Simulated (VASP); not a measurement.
# Al2Cu (P4/mmm) in VASP: a series of runs, part 2 of 2

VASP 6.6.1.

**3. Relaxation of cell and atoms, LDA**

This run uses another cell than the first one, of 16.24 Å³/atom.

The input, INCAR:

```
SYSTEM = Al2Cu
ALGO     = Fast           ! electronic algorithm
EDIFF    = 1E-6           ! SCF threshold, eV
EDIFFG   = -0.01          ! ionic threshold
ENCUT    = 600            ! plane-wave cutoff, eV
IBRION   = 2              ! ionic algorithm
ISIF     = 3              ! what is computed and relaxed
ISMEAR   = 0              ! smearing method
LASPH    = .TRUE.         ! aspherical terms in the spheres
LCHARG   = .FALSE.        ! write CHGCAR
LREAL    = .FALSE.        ! projectors in reciprocal space
LWAVE    = .FALSE.        ! write WAVECAR
NELM     = 80             ! most SCF steps
NSW      = 80             ! ionic steps
PREC     = Accurate       ! precision mode
SIGMA    = 0.1            ! smearing width, eV
```

The input, KPOINTS:

```
k-points
0
G
  10 10 14
  0 0 0
```

The input, POSCAR:

```
Al2Cu
1.0
    4.1051820000      0.0000000000      0.0000000000
    0.0000000000      4.1051820000      0.0000000000
    0.0000000000      0.0000000000      2.8913130000
Al Cu
2 1
Direct
    0.5000000000      0.0000000000      0.5000000000
    0.0000000000      0.5000000000      0.5000000000
    0.0000000000      0.0000000000      0.0000000000
```

Potentials or basis: VASP PAW LDA potentials, release 64 (Al, Cu).

Started as:

```console
> cat potpaw_LDA.64/Al/POTCAR potpaw_LDA.64/Cu/POTCAR > POTCAR
> mpirun -np 1 vasp_std > vasp.out
```

OUTCAR:

```text
SYSTEM = Al2Cu
   EDIFF = 1E-6
   EDIFFG = -0.01
   ENCUT = 600
   IBRION = 2
   ISIF = 3
   ISMEAR = 0
   LASPH = .TRUE.
   LREAL = .FALSE.
   NELM = 80
   NSW = 80
   PREC = Accurate

 ion  position               nearest neighbor table
   1  0.500  0.000  0.500-   3 2.51   3 2.51   3 2.51   3 2.51   2 2.90   2 2.90   2 2.90   2 2.90

   2  0.000  0.500  0.500-   3 2.51   3 2.51   3 2.51   3 2.51   1 2.90   1 2.90   1 2.90   1 2.90

   3  0.000  0.000  0.000-   1 2.51   2 2.51   1 2.51   2 2.51   2 2.51   2 2.51   1 2.51   1 2.51

  LATTYP: Found a simple tetragonal cell.
 ALAT       =     4.1051820000
 C/A-ratio  =     0.7043081159

  Lattice vectors:

 A1 = (   4.1051820000,   0.0000000000,   0.0000000000)
 A2 = (   0.0000000000,   4.1051820000,   0.0000000000)
 A3 = (   0.0000000000,   0.0000000000,   2.8913130000)

Analysis of symmetry for initial positions (statically):
=====================================================================
 Subroutine PRICEL returns:
 Original cell was already a primitive cell.

 Routine SETGRP: Setting up the symmetry group for a
 simple tetragonal supercell.

 Subroutine GETGRP returns: Found 16 space group operations
 (whereof 16 operations were pure point group operations)
 out of a pool of 16 trial point group operations.

The static configuration has the point symmetry D_4h.

Analysis of symmetry for dynamics (positions and initial velocities):
=====================================================================
 Subroutine PRICEL returns:
 Original cell was already a primitive cell.

 Routine SETGRP: Setting up the symmetry group for a
 simple tetragonal supercell.

 Subroutine GETGRP returns: Found 16 space group operations
 (whereof 16 operations were pure point group operations)
 out of a pool of 16 trial point group operations.

The dynamic configuration has the point symmetry D_4h.

 Subroutine INISYM returns: Found 16 space group operations
 (whereof 16 operations are pure point group operations),
 and found     1 'primitive' translations

----------------------------------------------------------------------------------------

                                     Primitive cell

  volume of cell :      48.7259

  direct lattice vectors                    reciprocal lattice vectors
     4.105182000  0.000000000  0.000000000     0.243594559  0.000000000  0.000000000
     0.000000000  4.105182000  0.000000000     0.000000000  0.243594559  0.000000000
     0.000000000  0.000000000  2.891313000     0.000000000  0.000000000  0.345863627

  length of vectors
     4.105182000  4.105182000  2.891313000     0.243594559  0.243594559  0.345863627

  position of ions in fractional coordinates (direct lattice)
     0.500000000  0.000000000  0.500000000
     0.000000000  0.500000000  0.500000000
     0.000000000  0.000000000  0.000000000

  ion indices of the primitive-cell ions
   primitive index   ion index
                 1           1
                 2           2
                 3           3

----------------------------------------------------------------------------------------

 KPOINTS: k-points

Automatic generation of k-mesh.
 Grid dimensions read from file:
[... 58 lines left out ...]
   ICHARG =      2    charge: 1-file 2-atom 10-const
   ISPIN  =      1    spin polarized calculation?
   LNONCOLLINEAR =      F non collinear calculations
   LSORBIT =      F    spin-orbit coupling
   LASPH  =      T    aspherical Exc in radial PAW
   ENCUT  =  600.0 eV  44.10 Ry    6.64 a.u.   8.20  8.20  5.77*2*pi/ulx,y,z
   NELM   =     80;   NELMIN=  2; NELMDL= -5     # of ELM steps
   EDIFF  = 0.1E-05   stopping-criterion for ELM
   LREAL  =      F    real-space projection
   EDIFFG = -.1E-01   stopping-criterion for IOM
   NSW    =     80    number of steps for IOM
   IBRION =      2    ionic relax: 0-MD 1-quasi-New 2-CG
   NFREE  =      1    steps in history (QN), initial steepest desc. (CG)
   ISIF   =      3    stress and relaxation
   ISYM   =      2    0-nonsym 1-usesym 2-fastsym
   POTIM  = 0.5000    time-step for ionic-motion
   TEBEG  =    0.0;   TEEND  =   0.0 temperature during run
   PSTRESS=    0.0 pullay stress
   NELECT =      17.0000    total number of electrons
   NUPDOWN=      -1.0000    fix difference up-down
   EMIN   =  10.00;   EMAX   =-10.00  energy-range for DOS
   EFERMI =   0.00;   METHOD = LEGACY
   ISMEAR =     0;   SIGMA  =   0.10  broadening in eV -4-tet -1-fermi 0-gaus
   EFERMI_NEDOS =   21; number of points for ismear=-14 and -15
   IALGO  =     68    algorithm
   IMIX   =      4    mixing-type and parameters
     AMIX     =   0.40;   BMIX     =  1.00
     AMIX_MAG =   1.60;   BMIX_MAG =  1.00
  volume/ion in A,a.u.               =      16.24       109.61
  Fermi-wavevector in a.u.,A,eV,Ry     =   1.152492  2.177894 18.071765  1.328237
  Thomas-Fermi vector in A             =   2.289142
   LORBIT       =      0    0 simple, 1 ext, 2 COOP (PROOUT), +10 PAW based schemes
   GGA     = CA    functional components
   LHFCALC =     F    Hartree Fock is set to
   AEXX    =    0.0000 exact exchange contribution
   IVDW    =     0    specifies the selected vdW correction
   LEPSILON=     F    determine dielectric tensor
   LRPA    =     F    only Hartree local field effects (RPA)
 conjugate gradient relaxation of ions
 non-spin polarized calculation
 RMM-DIIS sequential band-by-band and
 Gauss-broadening in eV      SIGMA  =   0.10
  energy-cutoff  :      600.00
  volume of cell :       48.73
 maximum number of plane-waves:      1662
 NGX is ok and might be reduce to    36
   NGX = 17   NGY = 17   NGZ = 11

--------------------------------------- Ionic step        1  -------------------------------------------

 number of electron      16.9999992 magnetization

 Free energy of the ion-electron system (eV)
  ---------------------------------------------------
  ext. energy  EPLUGINS =         0.00000000
  ---------------------------------------------------
  free energy    TOTEN  =       -13.19052381 eV

  energy without entropy =      -13.18601075  energy(sigma->0) =      -13.18826728

------------------------ aborting loop because EDIFF is reached ----------------------------------------

  FORCE on cell =-STRESS in cart. coord.  units (eV):
  Direction    XX          YY          ZZ          XY          YZ          ZX
  --------------------------------------------------------------------------------------
  -------------------------------------------------------------------------------------
  Total       -1.3626115     -1.3626115     -1.6404111      0.0000000      0.0000000      0.0000000
  in kB      -44.8046101    -44.8046101    -53.9390563      0.0000000      0.0000000      0.0000000
  external PRESSURE =     -47.8494255 kB  Pullay stress =       0.0000000 kB
[... 246 lines left out ...]
--------------------------------------- Ionic step        8  -------------------------------------------

 number of electron      16.9999994 magnetization

 Free energy of the ion-electron system (eV)
  ---------------------------------------------------
  ext. energy  EPLUGINS =         0.00000000
  ---------------------------------------------------
  free energy    TOTEN  =       -13.23081553 eV

  energy without entropy =      -13.22622934  energy(sigma->0) =      -13.22852244

 E-fermi :   7.4668     XC(G=0): -10.8003

 val. band max:        7.4455293544   @ k =   0.4000   0.4000   0.4286
 cond. band min:       7.4823355210   @ k =   0.3000   0.2000   0.2857
 fundamental gap:      0.0368061666
 Fermi energy:         7.4668049996

 k-point     1 :       0.0000    0.0000    0.0000
  band No.  band energies     occupation
      1      -3.3710      2.00000
      2       1.7789      2.00000
      3       2.2753      2.00000
      4       2.9820      2.00000
      5       3.1969      2.00000
      6       3.1969      2.00000
      7       4.9864      2.00000
      8       4.9864      2.00000
      9       7.4438      1.25552
     10       8.3315      0.00000
     11      13.7538      0.00000
     12      13.8109      0.00000
[... 331 lines left out ...]
 k-point    24 :       0.2000    0.0000    0.0714
  band No.  band energies     occupation
      1      -2.9322      2.00000
      2       1.5382      2.00000
      3       2.2530      2.00000
      4       2.9026      2.00000
      5       3.0501      2.00000
      6       3.1153      2.00000
      7       3.6980      2.00000
      8       5.5163      2.00000
      9       8.0721      0.00000
     10      10.5278      0.00000
     11      11.4063      0.00000
     12      11.8683      0.00000

 [... further k-points ...]

------------------------ aborting loop because EDIFF is reached ----------------------------------------

  FORCE on cell =-STRESS in cart. coord.  units (eV):
  Direction    XX          YY          ZZ          XY          YZ          ZX
  --------------------------------------------------------------------------------------
  -------------------------------------------------------------------------------------
  Total        0.0190913      0.0190913     -0.0161548      0.0000000     -0.0000000      0.0000000
  in kB        0.6611237      0.6611237     -0.5594341      0.0000000     -0.0000000      0.0000000
  external PRESSURE =       0.2542711 kB  Pullay stress =       0.0000000 kB
[... 18 lines left out ...]
  FREE ENERGIE OF THE ION-ELECTRON SYSTEM (eV)
  ---------------------------------------------------
  free  energy   TOTEN  =       -13.2308155295 eV

  energy  without entropy=      -13.2262293430  energy(sigma->0) =      -13.22852244

 reached required accuracy - stopping structural energy minimisation
```

It took 13 min on 1 thread of Intel Xeon 8259CL, shared host; peak memory 0.27 GiB.

Results:

```
Free energy                           : -13.2308 eV
Relaxed volume                        : 15.42 Å³/atom
Relaxed cell                          : a = 4.045 Å, b = 4.045 Å, c = 2.827 Å, α = 90.00°, β = 90.00°, γ = 90.00°
Space group after relaxing (to 0.1 Å) : P4/mmm (No. 123)
Energy gained by relaxing             : 13.4 meV/atom
Ionic steps                           : 8
Pressure after relaxing               : 0.0 GPa
Band gap on the k mesh                : zero (an odd number of electrons rules out a gap without spin polarisation)
```

Stress tensor (GPa, compression positive):
```
 0.07  0.00  0.00
 0.00  0.07  0.00
 0.00  0.00 -0.06
```

The path:
```csv
step,energy change (eV),largest force (eV/Å),pressure (GPa),volume (Å³)
1,0.0000,0.0000,-4.78,48.73
2,-0.0349,0.0000,2.18,45.38
3,-0.0400,0.0000,-0.05,46.23
4,-0.0400,0.0000,0.25,46.18
5,-0.0402,0.0000,-0.15,46.33
6,-0.0402,0.0000,-0.28,46.31
7,-0.0402,0.0000,-0.24,46.28
8,-0.0403,0.0000,0.03,46.27
```

Final structure:
```
Al Cu
1.0
     4.04543    0.00000    0.00000
     0.00000    4.04543    0.00000
     0.00000    0.00000    2.82705
Al Cu
2 1
Direct
  0.50000 0.00000 0.50000
  0.00000 0.50000 0.50000
  0.00000 0.00000 0.00000
```

Levels at points of the mesh, in eV from the Fermi level:
```
           k point  band 6  band 7  band 8  band 9  band 10  band 11  band 12
(0.00, 0.00, 0.00)   -4.27   -2.48   -2.48   -0.02     0.86     6.29     6.34
(0.50, 0.00, 0.00)   -4.30   -4.26   -1.14    1.59     1.75     2.00     7.75
(0.50, 0.50, 0.00)   -4.43   -4.29   -4.29   -2.52     8.68     8.68     9.66
(0.00, 0.00, 0.50)   -4.29   -3.11    2.60    2.69     2.69     2.76     2.76
(0.50, 0.00, 0.50)   -4.36   -3.16   -2.53   -1.68     3.78     4.03     4.58
(0.50, 0.50, 0.50)   -3.56   -2.33   -2.33   -0.87    -0.86     0.07     0.07
```
